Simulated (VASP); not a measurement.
Dy3TaF2, 6 atoms in the cell. Symmetry: P-6m2, No. 187, hexagonal system. The conventional cell has a = 5.298 Å, b = 5.298 Å, c = 5.792 Å, α = 90.00°, β = 90.00°, γ = 120.00°. Dy (site symmetry -6m2) has 2 Ta at 2.90 Å and 3 Dy at 3.06 Å and 6 F at 3.32 Å within 3.8 Å. Within 3.8 Å of Dy (site symmetry -6m2) lie 2 Dy at 2.90 Å and 3 Ta at 3.06 Å and 6 F at 3.45 Å. Dy (site symmetry -6m2) has 5 Dy at 2.90 to 3.06 Å and 6 F at 3.32 Å within 3.8 Å. Ta (site symmetry -6m2) has 5 Dy at 2.90 to 3.06 Å and 6 F at 3.45 Å within 3.8 Å. Within 3.5 Å of F (site symmetry 3m) lie 2 F at 2.60 to 3.19 Å and 9 Dy at 3.32 to 3.45 Å and 3 Ta at 3.45 Å. The cell was built from a structure type or drawn by symmetry, and may not be a known phase.

```yaml
Program: VASP 6.6.1
Task: relaxation of cell and atoms
Functional: PBE
Potentials_or_basis: VASP PAW PBE potentials, release 64 (Dy_3, Ta_pv, F), 4f in core
Cutoff: 600 eV
k_mesh: 6 × 6 × 4
Occupations: gaussian, width 0.1 eV
Spin: no spin polarisation
Dipole_correction: no
Mended: yes
Further_INCAR_settings: ALGO = Normal; EDIFF = 1e-07; IBRION = 2; EDIFFG = -0.04; NSW = 90; ISIF = 3
```

Potentials or basis: VASP PAW PBE potentials, release 64 (Dy_3, Ta_pv, F), 4f in core.

Run with:

```sh
$ cat potpaw_PBE.64/Dy_3/POTCAR potpaw_PBE.64/Ta_pv/POTCAR potpaw_PBE.64/F/POTCAR > POTCAR
$ mpirun -np 1 vasp_std > vasp.out
```

Hardware: 1 thread of Intel(R) Xeon(R) 6975P-C (Granite Rapids) (shared host).

Task: Estimate the wall time of this run.

Result: Run time: 4.9 min on 1 thread of Intel(R) Xeon(R) 6975P-C (Granite Rapids) (shared host), peak memory 0.35 GiB. Counts: scf iterations 68, k points 21, ion steps 6.
